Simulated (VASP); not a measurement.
# Hg (Fm-3m) in VASP: density of states with PBE+D3(BJ)

Aim: the density of states of Hg with PBE+D3(BJ).

All numbers are computed with VASP 6.6.1; they aren't measurements. Logs are shortened: lines on timing, memory, paths and dates and some standing lists are left out, and cuts for length are marked.

### Step 1. The cell of the first run

The structure is cubic, space group Fm-3m (No. 225). Conventional cell: a = 4.634 Å, b = 4.634 Å, c = 4.634 Å, α = 90.00°, β = 90.00°, γ = 90.00°. Hg (site symmetry m-3m) has 12 Hg at 3.28 Å within 4.3 Å.

### Step 2. Density of states, PBE+D3(BJ)

Input file POSCAR:

```
Hg
1.0
    0.0000000000      2.3168736619      2.3168736619
    2.3168736619      0.0000000000      2.3168736619
    2.3168736619      2.3168736619      0.0000000000
Hg
1
Direct
    0.0000000000      0.0000000000      0.0000000000
```

Input file INCAR.step1:

```
  ALGO = Normal
  EDIFF = 1E-6
  ENCUT = 520
  GGA = PE
  ISIF = 2
  ISMEAR = 0
  IVDW = 12
  LASPH = True
  LCHARG = True
  LREAL = False
  LWAVE = False
  NBANDS = 12
  NELM = 100
  PREC = Accurate
  SIGMA = 0.1
```

Input file KPOINTS.step1:

```
k-points
0
Gamma
  16 16 16
```

Input file INCAR.step2:

```
  ALGO = Normal
  EDIFF = 1E-6
  ENCUT = 520
  GGA = PE
  ICHARG = 11
  ISIF = 2
  ISMEAR = -5
  IVDW = 12
  LASPH = True
  LCHARG = False
  LORBIT = 10
  LREAL = False
  LWAVE = False
  NBANDS = 12
  NEDOS = 2001
  NELM = 100
  PREC = Accurate
  SIGMA = 0.1
```

Input file KPOINTS.step2:

```
k-points
0
Gamma
  24 24 24
```

Potentials or basis: VASP PAW PBE potentials, release 64 (Hg).

Run with:

```bash
> cat potpaw_PBE.64/Hg/POTCAR > POTCAR
> cp INCAR.step1 INCAR
> cp KPOINTS.step1 KPOINTS
> mpirun -np 1 vasp_std > vasp.out
> cp INCAR.step2 INCAR
> cp KPOINTS.step2 KPOINTS
> mpirun -np 1 vasp_std > vasp.out
```

OUTCAR:

```text
EDIFF = 1E-6
   ENCUT = 520
   GGA = PE
   ICHARG = 11
   ISIF = 2
   ISMEAR = -5
   IVDW = 12
   LASPH = True
   LORBIT = 10
   LREAL = False
   NELM = 100
   PREC = Accurate
 IVDW          = 12

 ion  position               nearest neighbor table
   1  0.000  0.000  0.000-

  LATTYP: Found a face centered cubic cell.
 ALAT       =     4.6337473238

  Lattice vectors:

 A1 = (   0.0000000000,   2.3168736619,   2.3168736619)
 A2 = (   2.3168736619,   0.0000000000,   2.3168736619)
 A3 = (   2.3168736619,   2.3168736619,   0.0000000000)

Analysis of symmetry for initial positions (statically):
=====================================================================
 Subroutine PRICEL returns:
 Original cell was already a primitive cell.

 Routine SETGRP: Setting up the symmetry group for a
 face centered cubic supercell.

 Subroutine GETGRP returns: Found 48 space group operations
 (whereof 48 operations were pure point group operations)
 out of a pool of 48 trial point group operations.

The static configuration has the point symmetry O_h .

Analysis of symmetry for dynamics (positions and initial velocities):
=====================================================================
 Subroutine PRICEL returns:
 Original cell was already a primitive cell.

 Routine SETGRP: Setting up the symmetry group for a
 face centered cubic supercell.

 Subroutine GETGRP returns: Found 48 space group operations
 (whereof 48 operations were pure point group operations)
 out of a pool of 48 trial point group operations.

The dynamic configuration has the point symmetry O_h .

 Subroutine INISYM returns: Found 48 space group operations
 (whereof 48 operations are pure point group operations),
 and found     1 'primitive' translations

----------------------------------------------------------------------------------------

                                     Primitive cell

  volume of cell :      24.8735

  direct lattice vectors                    reciprocal lattice vectors
     0.000000000  2.316873662  2.316873662    -0.215808056  0.215808056  0.215808056
     2.316873662  0.000000000  2.316873662     0.215808056 -0.215808056  0.215808056
     2.316873662  2.316873662  0.000000000     0.215808056  0.215808056 -0.215808056

  length of vectors
     3.276554155  3.276554155  3.276554155     0.373790517  0.373790517  0.373790517

  position of ions in fractional coordinates (direct lattice)
     0.000000000  0.000000000  0.000000000

  ion indices of the primitive-cell ions
   primitive index   ion index
                 1           1

----------------------------------------------------------------------------------------

 KPOINTS: k-points

Automatic generation of k-mesh.
 Grid dimensions read from file:
 generate k-points for:   24   24   24

 Generating k-lattice:

  Cartesian coordinates                     Fractional coordinates (reciprocal lattice)
    -0.008992002  0.008992002  0.008992002     0.041666667  0.000000000  0.000000000
     0.008992002 -0.008992002  0.008992002     0.000000000  0.041666667  0.000000000
     0.008992002  0.008992002 -0.008992002     0.000000000  0.000000000  0.041666667

  Length of vectors
     0.015574605  0.015574605  0.015574605

  Shift w.r.t. Gamma in fractional coordinates (k-lattice)
     0.000000000  0.000000000  0.000000000

 TETIRR: Found   1864 inequivalent tetrahedra from    82944

 Subroutine IBZKPT returns following result:
 ===========================================

 Found    413 irreducible k-points:

 Following reciprocal coordinates:
            Coordinates               Weight
  0.000000  0.000000  0.000000      1.000000
  0.041667  0.000000  0.000000      8.000000
  0.083333  0.000000  0.000000      8.000000
  0.125000  0.000000  0.000000      8.000000
  0.166667  0.000000  0.000000      8.000000
  0.208333  0.000000  0.000000      8.000000
[... 16 lines left out ...]
  0.416667  0.041667  0.000000     24.000000
  0.458333  0.041667  0.000000     24.000000
 [... further k-points ...]
   k-points           NKPTS =    413   k-points in BZ     NKDIM =    413   number of bands    NBANDS=     12
   number of dos      NEDOS =   2001   number of ions     NIONS =      1
   total plane-waves  NPLWV =  13824
   dimension x,y,z NGX =    24 NGY =   24 NGZ =   24
   dimension x,y,z NGXF=    48 NGYF=   48 NGZF=   48
   ions per type =               1
   NGX,Y,Z   is equivalent  to a cutoff of  12.18, 12.18, 12.18 a.u.
   NGXF,Y,Z  is equivalent  to a cutoff of  24.35, 24.35, 24.35 a.u.
 SYSTEM =  unknown system
   PREC   = accura    normal or accurate (medium, high low for compatibility)
   ISTART =      0    job   : 0-new  1-cont  2-samecut
   ICHARG =     11    charge: 1-file 2-atom 10-const
   ISPIN  =      1    spin polarized calculation?
   LNONCOLLINEAR =      F non collinear calculations
   LSORBIT =      F    spin-orbit coupling
   LASPH  =      T    aspherical Exc in radial PAW
   ENCUT  =  520.0 eV  38.22 Ry    6.18 a.u.   6.09  6.09  6.09*2*pi/ulx,y,z
   NELM   =    100;   NELMIN=  2; NELMDL=  0     # of ELM steps
   EDIFF  = 0.1E-05   stopping-criterion for ELM
   LREAL  =      F    real-space projection
   EDIFFG = 0.1E-04   stopping-criterion for IOM
   NSW    =      0    number of steps for IOM
   IBRION =     -1    ionic relax: 0-MD 1-quasi-New 2-CG
   NFREE  =      0    steps in history (QN), initial steepest desc. (CG)
   ISIF   =      2    stress and relaxation
   ISYM   =      2    0-nonsym 1-usesym 2-fastsym
   POTIM  = 0.5000    time-step for ionic-motion
   TEBEG  =    0.0;   TEEND  =   0.0 temperature during run
   PSTRESS=    0.0 pullay stress
   NELECT =      12.0000    total number of electrons
   NUPDOWN=      -1.0000    fix difference up-down
   EMIN   =  10.00;   EMAX   =-10.00  energy-range for DOS
   EFERMI =   0.00;   METHOD = LEGACY
   ISMEAR =    -5;   SIGMA  =   0.10  broadening in eV -4-tet -1-fermi 0-gaus
   EFERMI_NEDOS =   21; number of points for ismear=-14 and -15
   IALGO  =     38    algorithm
   IMIX   =      4    mixing-type and parameters
     AMIX     =   0.40;   BMIX     =  1.00
     AMIX_MAG =   1.60;   BMIX_MAG =  1.00
  volume/ion in A,a.u.               =      24.87       167.85
  Fermi-wavevector in a.u.,A,eV,Ry     =   1.283974  2.426359 22.430418  1.648589
  Thomas-Fermi vector in A             =   2.416195
   LORBIT       =     10    0 simple, 1 ext, 2 COOP (PROOUT), +10 PAW based schemes
   GGA     = PE    functional components
   LHFCALC =     F    Hartree Fock is set to
   AEXX    =    0.0000 exact exchange contribution
   IVDW    =    12    specifies the selected vdW correction
   LEPSILON=     F    determine dielectric tensor
   LRPA    =     F    only Hartree local field effects (RPA)
 non-spin polarized calculation
 Fermi weights with tetrahedron method with Bloechl corrections
  energy-cutoff  :      520.00
  volume of cell :       24.87
 maximum number of plane-waves:       692

 number of electron      11.9999998 magnetization

 Free energy of the ion-electron system (eV)
  ---------------------------------------------------
  ext. energy  EPLUGINS =         0.00000000
  ---------------------------------------------------
  free energy    TOTEN  =        -0.12571173 eV

  energy without entropy =       -0.12571173  energy(sigma->0) =       -0.12571173

 E-fermi :   2.1881     XC(G=0): -10.5744

 val. band max:        2.3010994464   @ k =   0.5000   0.5000   0.0000
 cond. band min:       2.1716229724   @ k =  -0.4583   0.1667   0.0417
 fundamental gap:     -0.1294764740
 Fermi energy:         2.1881061990

 k-point     1 :       0.0000    0.0000    0.0000
  band No.  band energies     occupation
      1      -6.2868      2.00000
      2      -4.5131      2.00000
      3      -4.5131      2.00000
      4      -4.5131      2.00000
      5      -3.9413      2.00000
      6      -3.9413      2.00000
      7      15.8071      0.00000
      8      16.6209      0.00000
      9      16.6209      0.00000
     10      16.6209      0.00000
     11      20.6435      0.00000
     12      21.7134      0.00000

 k-point     2 :       0.0417    0.0000    0.0000
  band No.  band energies     occupation
      1      -6.2441      2.00000
      2      -4.5181      2.00000
      3      -4.5039      2.00000
      4      -4.5039      2.00000
      5      -3.9439      2.00000
      6      -3.9439      2.00000
      7      15.7282      0.00000
      8      16.1518      0.00000
      9      16.5932      0.00000
     10      16.5932      0.00000
     11      20.8000      0.00000
     12      21.7404      0.00000

 k-point     3 :       0.0833    0.0000    0.0000
  band No.  band energies     occupation
      1      -6.1184      2.00000
      2      -4.5295      2.00000
      3      -4.4780      2.00000
      4      -4.4780      2.00000
      5      -3.9499      2.00000
      6      -3.9499      2.00000
      7      14.7092      0.00000
      8      15.9786      0.00000
      9      16.5094      0.00000
     10      16.5094      0.00000
     11      20.6756      0.00000
     12      21.7764      0.00000

 k-point     4 :       0.1250    0.0000    0.0000
  band No.  band energies     occupation
      1      -5.9198      2.00000
      2      -4.5351      2.00000
      3      -4.4422      2.00000
      4      -4.4422      2.00000
      5      -3.9533      2.00000
      6      -3.9533      2.00000
      7      13.2541      0.00000
      8      16.0309      0.00000
      9      16.3687      0.00000
     10      16.3687      0.00000
     11      20.3153      0.00000
     12      21.6719      0.00000

 k-point     5 :       0.1667    0.0000    0.0000
  band No.  band energies     occupation
      1      -5.6751      2.00000
      2      -4.5049      2.00000
      3      -4.4080      2.00000
      4      -4.4080      2.00000
      5      -3.9435      2.00000
      6      -3.9435      2.00000
      7      11.7240      0.00000
      8      16.0699      0.00000
      9      16.1712      0.00000
     10      16.1712      0.00000
     11      19.9415      0.00000
     12      21.3582      0.00000
[... 228 lines left out ...]
      1      -5.2633      2.00000
      2      -4.4398      2.00000
      3      -4.4109      2.00000
      4      -3.8225      2.00000
      5      -3.6518      2.00000
      6      -3.0333      2.00000
      7       6.2872      0.00000
      8      14.4773      0.00000
      9      15.0992      0.00000
     10      15.7723      0.00000
     11      19.4311      0.00000
     12      20.3431      0.00000

 k-point    22 :       0.3750    0.0417    0.0000
  band No.  band energies     occupation
      1      -5.2926      2.00000
      2      -4.4697      2.00000
      3      -4.4395      2.00000
      4      -3.7052      2.00000
      5      -3.5719      2.00000
      6      -2.3163      2.00000
      7       4.9142      0.00000
      8      14.2926      0.00000
      9      14.8196      0.00000
     10      15.4145      0.00000
     11      19.6365      0.00000
     12      20.1696      0.00000

 k-point    23 :       0.4167    0.0417    0.0000
  band No.  band energies     occupation
      1      -5.3240      2.00000
      2      -4.4954      2.00000
      3      -4.4657      2.00000
      4      -3.6103      2.00000
      5      -3.5080      2.00000
      6      -1.4850      2.00000
      7       3.6082      0.00000
      8      14.1740      0.00000
      9      14.5088      0.00000
     10      15.1860      0.00000
     11      19.8202      0.00000
     12      20.0406      0.00000

 k-point    24 :       0.4583    0.0417    0.0000
  band No.  band energies     occupation
      1      -5.3480      2.00000
      2      -4.5129      2.00000
      3      -4.4855      2.00000
      4      -3.5399      2.00000
      5      -3.4681      2.00000
      6      -0.5590      2.00000
      7       2.3775      0.53941
      8      14.1366      0.00000
      9      14.2260      0.00000
     10      15.0620      0.00000
     11      19.9378      0.00000
     12      19.9857      0.00000

 [... further k-points ...]

------------------------ aborting loop because EDIFF is reached ----------------------------------------

 Edisp (eV)   -0.42078

 E8    (eV) :    -0.1906

  FORCE on cell =-STRESS in cart. coord.  units (eV):
  Direction    XX          YY          ZZ          XY          YZ          ZX
  --------------------------------------------------------------------------------------
  -------------------------------------------------------------------------------------
  Total       0.07556     0.07556     0.07556    -0.00000     0.00000    -0.00000
  in kB       4.86682     4.86682     4.86682    -0.00000     0.00000    -0.00000
  external pressure =        4.87 kB  Pullay stress =        0.00 kB

 VOLUME and BASIS-vectors are now :
 -----------------------------------------------------------------------------
  energy-cutoff  :      520.00
  volume of cell :       24.87
      direct lattice vectors                 reciprocal lattice vectors
     0.000000000  2.316873662  2.316873662    -0.215808056  0.215808056  0.215808056
     2.316873662  0.000000000  2.316873662     0.215808056 -0.215808056  0.215808056
     2.316873662  2.316873662  0.000000000     0.215808056  0.215808056 -0.215808056

 POSITION                                       TOTAL-FORCE (eV/Angst)
 -----------------------------------------------------------------------------------
      0.00000      0.00000      0.00000         0.000000      0.000000      0.000000
 -----------------------------------------------------------------------------------
    total drift:                               -0.000000      0.000000     -0.000000

  FREE ENERGIE OF THE ION-ELECTRON SYSTEM (eV)
  ---------------------------------------------------
  free  energy   TOTEN  =        -0.5464888479 eV

  energy  without entropy=       -0.5464888479  energy(sigma->0) =       -0.54648885

 total charge

# of ion       s       p       d       tot
------------------------------------------
    1        0.913   0.195   9.332  10.440
```

It took 24 s on 1 thread of Intel Xeon 6975P-C (Granite Rapids), shared host; peak memory 0.23 GiB.

Results:

| Property | Result |
| --- | --- |
| Valence electrons inside the program's atomic spheres | Hg 10.44 |
| Dispersion energy per atom | -0.421 eV |

Levels at points of the mesh, in eV from the Fermi level:
| k point | band 4 | band 5 | band 6 | band 7 | band 8 | band 9 |
| --- | --- | --- | --- | --- | --- | --- |
| (0.00, 0.00, 0.00) | -6.70 | -6.13 | -6.13 | 13.62 | 14.43 | 14.43 |
| (0.50, 0.00, 0.00) | -5.65 | -5.65 | -1.56 | -1.22 | 12.16 | 12.16 |
| (0.50, 0.50, 0.00) | -5.52 | -5.52 | 0.11 | 0.41 | 6.98 | 6.98 |

Caveat: spin-orbit coupling is left out, which moves the levels of the heavy elements; pairwise dispersion overbinds metals, which lowers pressure and volume; tetrahedron occupations give inexact forces and stress in metals.
